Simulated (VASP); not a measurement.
# Bi (R-3m) in VASP: further runs

Bi is run at these levels: PBE+D3(BJ), r2SCAN; tasks: single point.

Everything below comes from runs of VASP 6.6.1. Logs are shortened: lines on timing, memory, paths and dates and some standing lists are left out, and cuts for length are marked.

### Step 1. The cell of the first run

Symmetry: R-3m, No. 166, trigonal system. Conventional cell: a = 4.535 Å, b = 4.535 Å, c = 11.645 Å, α = 90.00°, β = 90.00°, γ = 120.00°. Bi (site symmetry 3m) has 6 Bi at 3.09 to 3.45 Å within 4.1 Å.

### Step 2. Single point, PBE+D3(BJ)

File INCAR:

```
ALGO = Fast ; EDIFF = 1E-7
ENCUT = 520 ; GGA = PE
ISIF = 2 ; ISMEAR = 0
IVDW = 12 ; LASPH = True
LCHARG = True ; LELF = True
LREAL = False ; LVHAR = True
LWAVE = False ; NBANDS = 22
NELM = 60 ; PREC = Accurate
SIGMA = 0.1
```

File KPOINTS:

```
k-points
0
Gamma
  12 12 12
```

File POSCAR:

```
Bi
1.0
    2.2673427630      1.3090509546      3.8817323445
   -2.2673427630      1.3090509546      3.8817323445
    0.0000000000     -2.6181019092      3.8817323445
Bi
2
Direct
    0.2371283427      0.2371283427      0.2371283427
    0.7628716573      0.7628716573      0.7628716573
```

Potentials or basis: VASP PAW PBE potentials, release 64 (Bi_d).

Command:

```sh
$ cat potpaw_PBE.64/Bi_d/POTCAR > POTCAR
$ mpirun -np 1 vasp_std > vasp.out
```

OUTCAR:

```text
EDIFF = 1E-7
   ENCUT = 520
   GGA = PE
   ISIF = 2
   ISMEAR = 0
   IVDW = 12
   LASPH = True
   LREAL = False
   NELM = 60
   PREC = Accurate
 IVDW          = 12

 ion  position               nearest neighbor table
   1  0.237  0.237  0.237-   2 3.09   2 3.09   2 3.09   2 3.45   2 3.45   2 3.45
   2  0.763  0.763  0.763-   1 3.09   1 3.09   1 3.09   1 3.45   1 3.45   1 3.45

  LATTYP: Found a trigonal (rhomboedric) cell.
 ALAT       =     4.6821259702
 COS(alpha) =     0.5309942515

  Lattice vectors:

 A1 = (   2.2673427630,   1.3090509546,   3.8817323445)
 A2 = (  -2.2673427630,   1.3090509546,   3.8817323445)
 A3 = (   0.0000000000,  -2.6181019092,   3.8817323445)

Analysis of symmetry for initial positions (statically):
=====================================================================
 Subroutine PRICEL returns:
 Original cell was already a primitive cell.

 Routine SETGRP: Setting up the symmetry group for a
 trigonal (rhombohedral) supercell.

 Subroutine GETGRP returns: Found 12 space group operations
 (whereof 12 operations were pure point group operations)
 out of a pool of 12 trial point group operations.

The static configuration has the point symmetry D_3d.

Analysis of symmetry for dynamics (positions and initial velocities):
=====================================================================
 Subroutine PRICEL returns:
 Original cell was already a primitive cell.

 Routine SETGRP: Setting up the symmetry group for a
 trigonal (rhombohedral) supercell.

 Subroutine GETGRP returns: Found 12 space group operations
 (whereof 12 operations were pure point group operations)
 out of a pool of 12 trial point group operations.

The dynamic configuration has the point symmetry D_3d.

 Subroutine INISYM returns: Found 12 space group operations
 (whereof 12 operations are pure point group operations),
 and found     1 'primitive' translations

----------------------------------------------------------------------------------------

                                     Primitive cell

  volume of cell :      69.1275

  direct lattice vectors                    reciprocal lattice vectors
     2.267342763  1.309050955  3.881732345     0.220522458  0.127318701  0.085872313
    -2.267342763  1.309050955  3.881732345    -0.220522458  0.127318701  0.085872313
     0.000000000 -2.618101909  3.881732345     0.000000000 -0.254637401  0.085872313

  length of vectors
     4.682125970  4.682125970  4.682125970     0.268727111  0.268727111  0.268727111

  position of ions in fractional coordinates (direct lattice)
     0.237128343  0.237128343  0.237128343
     0.762871657  0.762871657  0.762871657

  ion indices of the primitive-cell ions
   primitive index   ion index
                 1           1
                 2           2

----------------------------------------------------------------------------------------

 KPOINTS: k-points

Automatic generation of k-mesh.
 Grid dimensions read from file:
 generate k-points for:   12   12   12

 Generating k-lattice:

  Cartesian coordinates                     Fractional coordinates (reciprocal lattice)
     0.018376872  0.010609892  0.007156026     0.083333333  0.000000000  0.000000000
    -0.018376872  0.010609892  0.007156026     0.000000000  0.083333333  0.000000000
     0.000000000 -0.021219783  0.007156026     0.000000000  0.000000000  0.083333333

  Length of vectors
     0.022393926  0.022393926  0.022393926

  Shift w.r.t. Gamma in fractional coordinates (k-lattice)
     0.000000000  0.000000000  0.000000000

 Subroutine IBZKPT returns following result:
 ===========================================

 Found    189 irreducible k-points:

 Following reciprocal coordinates:
            Coordinates               Weight
  0.000000  0.000000  0.000000      1.000000
  0.083333 -0.000000 -0.000000      6.000000
  0.166667 -0.000000  0.000000      6.000000
  0.250000 -0.000000  0.000000      6.000000
  0.333333 -0.000000  0.000000      6.000000
  0.416667 -0.000000 -0.000000      6.000000
[... 16 lines left out ...]
  0.500000  0.166667  0.000000     12.000000
 -0.416667  0.166667  0.000000     12.000000
 [... further k-points ...]
   k-points           NKPTS =    189   k-points in BZ     NKDIM =    189   number of bands    NBANDS=     22
   number of dos      NEDOS =    301   number of ions     NIONS =      2
   total plane-waves  NPLWV =  46656
   dimension x,y,z NGX =    36 NGY =   36 NGZ =   36
   dimension x,y,z NGXF=    72 NGYF=   72 NGZF=   72
   ions per type =               2
   NGX,Y,Z   is equivalent  to a cutoff of  12.78, 12.78, 12.78 a.u.
   NGXF,Y,Z  is equivalent  to a cutoff of  25.56, 25.56, 25.56 a.u.
 SYSTEM =  unknown system
   PREC   = accura    normal or accurate (medium, high low for compatibility)
   ISTART =      0    job   : 0-new  1-cont  2-samecut
   ICHARG =      2    charge: 1-file 2-atom 10-const
   ISPIN  =      1    spin polarized calculation?
   LNONCOLLINEAR =      F non collinear calculations
   LSORBIT =      F    spin-orbit coupling
   LASPH  =      T    aspherical Exc in radial PAW
   ENCUT  =  520.0 eV  38.22 Ry    6.18 a.u.   8.71  8.71  8.71*2*pi/ulx,y,z
   NELM   =     60;   NELMIN=  2; NELMDL= -5     # of ELM steps
   EDIFF  = 0.1E-06   stopping-criterion for ELM
   LREAL  =      F    real-space projection
   EDIFFG = 0.1E-05   stopping-criterion for IOM
   NSW    =      0    number of steps for IOM
   IBRION =     -1    ionic relax: 0-MD 1-quasi-New 2-CG
   NFREE  =      0    steps in history (QN), initial steepest desc. (CG)
   ISIF   =      2    stress and relaxation
   ISYM   =      2    0-nonsym 1-usesym 2-fastsym
   POTIM  = 0.5000    time-step for ionic-motion
   TEBEG  =    0.0;   TEEND  =   0.0 temperature during run
   PSTRESS=    0.0 pullay stress
   NELECT =      30.0000    total number of electrons
   NUPDOWN=      -1.0000    fix difference up-down
   EMIN   =  10.00;   EMAX   =-10.00  energy-range for DOS
   EFERMI =   0.00;   METHOD = LEGACY
   ISMEAR =     0;   SIGMA  =   0.10  broadening in eV -4-tet -1-fermi 0-gaus
   EFERMI_NEDOS =   21; number of points for ismear=-14 and -15
   IALGO  =     68    algorithm
   IMIX   =      4    mixing-type and parameters
     AMIX     =   0.40;   BMIX     =  1.00
     AMIX_MAG =   1.60;   BMIX_MAG =  1.00
  volume/ion in A,a.u.               =      34.56       233.25
  Fermi-wavevector in a.u.,A,eV,Ry     =   1.239458  2.342236 20.902025  1.536256
  Thomas-Fermi vector in A             =   2.373940
   LORBIT       =      0    0 simple, 1 ext, 2 COOP (PROOUT), +10 PAW based schemes
   GGA     = PE    functional components
   LHFCALC =     F    Hartree Fock is set to
   AEXX    =    0.0000 exact exchange contribution
   IVDW    =    12    specifies the selected vdW correction
   LEPSILON=     F    determine dielectric tensor
   LRPA    =     F    only Hartree local field effects (RPA)
 non-spin polarized calculation
 RMM-DIIS sequential band-by-band and
 Gauss-broadening in eV      SIGMA  =   0.10
  energy-cutoff  :      520.00
  volume of cell :       69.13
 maximum number of plane-waves:      1887
   NGX = 17   NGY = 17   NGZ = 17

 number of electron      30.0000001 magnetization

 Free energy of the ion-electron system (eV)
  ---------------------------------------------------
  ext. energy  EPLUGINS =         0.00000000
  ---------------------------------------------------
  free energy    TOTEN  =        -7.74564064 eV

  energy without entropy =       -7.74448164  energy(sigma->0) =       -7.74506114

 E-fermi :   6.5280     XC(G=0):  -9.6255

 val. band max:        6.5175456406   @ k =   0.4167   0.0833   0.0833
 cond. band min:       6.6204578350   @ k =   0.4167  -0.0000  -0.0000
 fundamental gap:      0.1029121944
 Fermi energy:         6.5280492624

 k-point     1 :       0.0000    0.0000    0.0000
  band No.  band energies     occupation
      1     -16.4127      2.00000
      2     -16.4127      2.00000
      3     -16.2596      2.00000
      4     -16.2596      2.00000
      5     -16.2495      2.00000
      6     -16.0722      2.00000
[... 14 lines left out ...]
     21      12.2177      0.00000
     22      12.7693      0.00000

 k-point     2 :       0.0833   -0.0000   -0.0000
  band No.  band energies     occupation
      1     -16.4068      2.00000
      2     -16.4059      2.00000
      3     -16.2570      2.00000
      4     -16.2557      2.00000
      5     -16.2460      2.00000
      6     -16.0753      2.00000
[... 14 lines left out ...]
     21      12.2990      0.00000
     22      13.3405      0.00000

 k-point     3 :       0.1667   -0.0000    0.0000
  band No.  band energies     occupation
      1     -16.3896      2.00000
      2     -16.3858      2.00000
      3     -16.2498      2.00000
      4     -16.2446      2.00000
      5     -16.2354      2.00000
      6     -16.0853      2.00000
[... 14 lines left out ...]
     21      12.6157      0.00000
     22      14.5772      0.00000

 k-point     4 :       0.2500   -0.0000    0.0000
  band No.  band energies     occupation
      1     -16.3633      2.00000
      2     -16.3538      2.00000
      3     -16.2395      2.00000
      4     -16.2272      2.00000
      5     -16.2183      2.00000
      6     -16.1027      2.00000
[... 14 lines left out ...]
     21      13.2016      0.00000
     22      16.0740      0.00000

 k-point     5 :       0.3333   -0.0000    0.0000
  band No.  band energies     occupation
      1     -16.3320      2.00000
      2     -16.3125      2.00000
      3     -16.2280      2.00000
      4     -16.2054      2.00000
      5     -16.1959      2.00000
      6     -16.1276      2.00000
[... 417 lines left out ...]
 k-point    22 :       0.4167    0.1667   -0.0000
  band No.  band energies     occupation
      1     -16.3549      2.00000
      2     -16.2641      2.00000
      3     -16.2303      2.00000
      4     -16.2063      2.00000
      5     -16.1728      2.00000
      6     -16.1483      2.00000
[... 14 lines left out ...]
     21      15.5781      0.00000
     22      15.9377      0.00000

 k-point    23 :       0.5000    0.1667    0.0000
  band No.  band energies     occupation
      1     -16.3284      2.00000
      2     -16.2462      2.00000
      3     -16.2086      2.00000
      4     -16.2019      2.00000
      5     -16.1707      2.00000
      6     -16.1520      2.00000
[... 14 lines left out ...]
     21      15.6317      0.00000
     22      15.9165      0.00000

 k-point    24 :      -0.4167    0.1667    0.0000
  band No.  band energies     occupation
      1     -16.3231      2.00000
      2     -16.2275      2.00000
      3     -16.2111      2.00000
      4     -16.1941      2.00000
      5     -16.1737      2.00000
      6     -16.1587      2.00000
[... 14 lines left out ...]
     21      14.5441      0.00000
     22      16.7337      0.00000

 [... further k-points ...]

------------------------ aborting loop because EDIFF is reached ----------------------------------------

 Edisp (eV)   -0.92399

 E8    (eV) :    -0.4591

  FORCE on cell =-STRESS in cart. coord.  units (eV):
  Direction    XX          YY          ZZ          XY          YZ          ZX
  --------------------------------------------------------------------------------------
  -------------------------------------------------------------------------------------
  Total      -0.02334    -0.02334    -0.00938     0.00000    -0.00000     0.00000
  in kB      -0.54102    -0.54102    -0.21736     0.00000    -0.00000     0.00000
  external pressure =       -0.43 kB  Pullay stress =        0.00 kB

 VOLUME and BASIS-vectors are now :
 -----------------------------------------------------------------------------
  energy-cutoff  :      520.00
  volume of cell :       69.13
      direct lattice vectors                 reciprocal lattice vectors
     2.267342763  1.309050955  3.881732345     0.220522458  0.127318701  0.085872313
    -2.267342763  1.309050955  3.881732345    -0.220522458  0.127318701  0.085872313
     0.000000000 -2.618101909  3.881732345     0.000000000 -0.254637401  0.085872313

 POSITION                                       TOTAL-FORCE (eV/Angst)
 -----------------------------------------------------------------------------------
      0.00000      0.00000      2.76141         0.000000     -0.000000      0.007708
      0.00000      0.00000      8.88379         0.000000      0.000000     -0.007708
 -----------------------------------------------------------------------------------
    total drift:                                0.000000     -0.000000      0.000000

  FREE ENERGIE OF THE ION-ELECTRON SYSTEM (eV)
  ---------------------------------------------------
  free  energy   TOTEN  =        -8.6696260010 eV

  energy  without entropy=       -8.6684669940  energy(sigma->0) =       -8.66904650
```

Run time: 2.1 min. Hardware: 1 thread of Intel Xeon 6975P-C (Granite Rapids), shared host; peak memory 0.37 GiB.

Results:

```
Free energy                : -8.6696 eV
Pressure                   : 0.0 GPa
Largest force              : 0.008 eV/Å
Band gap on the k mesh     : zero (band 15 reaches 6.48 eV, above the bottom of band 16 at 6.28 eV)
Dispersion energy per atom : -0.462 eV
```

Forces on the atoms (eV/Å):
```
Bi   0.000  0.000  0.008
Bi   0.000  0.000 -0.008
```

Levels at points of the mesh, in eV from the Fermi level:
| k point | band 13 | band 14 | band 15 | band 16 | band 17 | band 18 |
| --- | --- | --- | --- | --- | --- | --- |
| (0.00, 0.00, 0.00) | -1.49 | -1.24 | -1.24 | 2.76 | 3.05 | 3.05 |
| (0.50, 0.00, 0.00) | -1.12 | -1.00 | -0.26 | -0.25 | 0.38 | 0.79 |
| (0.50, 0.50, 0.00) | -4.83 | -3.10 | -2.97 | 2.47 | 5.03 | 5.37 |
| (0.50, 0.50, 0.50) | -0.81 | -0.52 | -0.52 | 0.52 | 0.52 | 0.56 |

Caveat: spin-orbit coupling is left out, which moves the levels of the heavy elements; pairwise dispersion overbinds metals, which lowers pressure and volume.

### Step 3. Single point, r2SCAN

POSCAR is that of step 2.

File INCAR.step1:

```
PREC = Accurate
ENCUT = 520
ISMEAR = 0
SIGMA = 0.1
LREAL = F
LASPH = T
NELM = 60
NBANDS = 22
GGA = PE
ALGO = Normal
EDIFF = 1E-4
LWAVE = T
LCHARG = F
```

File INCAR.step2:

```
PREC = Accurate
ENCUT = 520
EDIFF = 1E-6
ISMEAR = 0
SIGMA = 0.1
LREAL = F
LASPH = T
NELM = 60
ALGO = Normal
ISIF = 2
LWAVE = F
LCHARG = T
METAGGA = R2SCAN
LMIXTAU = T
LELF = T
LVHAR = T
NBANDS = 22
ISTART = 1
```

File KPOINTS:

```
Automatic mesh
0
Gamma
  12 12 12
```

Potentials or basis: VASP PAW PBE potentials, release 64 (Bi_d).

Command:

```sh
$ cat potpaw_PBE.64/Bi_d/POTCAR > POTCAR
$ cp INCAR.step1 INCAR
$ mpirun -np 1 vasp_std > vasp.out
$ cp INCAR.step2 INCAR
$ mpirun -np 1 vasp_std > vasp.out
```

OUTCAR:

```text
PREC = Accurate
   ENCUT = 520
   EDIFF = 1E-6
   ISMEAR = 0
   LREAL = F
   LASPH = T
   NELM = 60
   ISIF = 2
   METAGGA = R2SCAN
   ISTART = 1

 ion  position               nearest neighbor table
   1  0.237  0.237  0.237-   2 3.09   2 3.09   2 3.09   2 3.45   2 3.45   2 3.45
   2  0.763  0.763  0.763-   1 3.09   1 3.09   1 3.09   1 3.45   1 3.45   1 3.45

  LATTYP: Found a trigonal (rhomboedric) cell.
 ALAT       =     4.6821259702
 COS(alpha) =     0.5309942515

[... 787 lines left out ...]
 [... further k-points ...]

------------------------ aborting loop because EDIFF is reached ----------------------------------------

  FORCE on cell =-STRESS in cart. coord.  units (eV):
  Direction    XX          YY          ZZ          XY          YZ          ZX
  --------------------------------------------------------------------------------------
  -------------------------------------------------------------------------------------
  Total        0.4750003      0.4750003      0.6406381      0.0000000      0.0000000      0.0000000
  in kB       11.0091527     11.0091527     14.8481643      0.0000000      0.0000000      0.0000000
  external PRESSURE =      12.2888232 kB  Pullay stress =       0.0000000 kB

 VOLUME and BASIS-vectors are now :
 -----------------------------------------------------------------------------
  energy-cutoff  :      520.00
  volume of cell :       69.13
      direct lattice vectors                 reciprocal lattice vectors
     2.267342763  1.309050955  3.881732345     0.220522458  0.127318701  0.085872313
    -2.267342763  1.309050955  3.881732345    -0.220522458  0.127318701  0.085872313
     0.000000000 -2.618101909  3.881732345     0.000000000 -0.254637401  0.085872313

 POSITION                                       TOTAL-FORCE (eV/Angst)
 -----------------------------------------------------------------------------------
      0.00000      0.00000      2.76141         0.000000      0.000000     -0.177374
      0.00000      0.00000      8.88379         0.000000      0.000000      0.177374
 -----------------------------------------------------------------------------------
    total drift:                                0.000000     -0.000000      0.000000

  FREE ENERGIE OF THE ION-ELECTRON SYSTEM (eV)
  ---------------------------------------------------
  free  energy   TOTEN  =      -116.9734777223 eV

  energy  without entropy=     -116.9724949269  energy(sigma->0) =     -116.97298632
```

OSZICAR.step1:

```text
N       E                     dE             d eps       ncg     rms          rms(c)
DAV:   1     0.307176509315E+03    0.30718E+03   -0.16257E+04  8322   0.165E+03
DAV:   2     0.180806382667E+02   -0.28910E+03   -0.28208E+03  8418   0.434E+02
DAV:   3    -0.685629002031E+01   -0.24937E+02   -0.24638E+02 10092   0.142E+02
DAV:   4    -0.771199160959E+01   -0.85570E+00   -0.85528E+00 10348   0.289E+01
DAV:   5    -0.774716650766E+01   -0.35175E-01   -0.35174E-01 11896   0.526E+00    0.101E+00
DAV:   6    -0.774512367386E+01    0.20428E-02   -0.16234E-02 11070   0.137E+00    0.608E-01
DAV:   7    -0.774543487189E+01   -0.31120E-03   -0.10608E-02 10622   0.119E+00    0.110E-01
DAV:   8    -0.774562323849E+01   -0.18837E-03   -0.13453E-03  9810   0.408E-01    0.206E-02
DAV:   9    -0.774564043692E+01   -0.17198E-04   -0.38724E-05  6288   0.551E-02
   1 F= -.77456404E+01 E0= -.77450602E+01  d E =-.116039E-02
```

Run time: 5.5 min. Hardware: 1 thread of Intel Xeon 6975P-C (Granite Rapids), shared host; peak memory 0.37 GiB.

Results:

```yaml
Free_energy: -116.9735 eV
Pressure: 1.2 GPa
Largest_force: 0.177 eV/Å
Band_gap_on_the_k_mesh: zero (band 15 reaches 6.38 eV, above the bottom of band 16 at 6.29 eV)
```

Forces on the atoms (eV/Å):
```
Bi   0.000  0.000 -0.177
Bi   0.000  0.000  0.177
```

Stress tensor (GPa, compression positive):
```
1.10 0.00 0.00
0.00 1.10 0.00
0.00 0.00 1.48
```

Caveat: the PAW data sets were made with another functional, which shifts forces and pressure a little; spin-orbit coupling is left out, which moves the levels of the heavy elements.
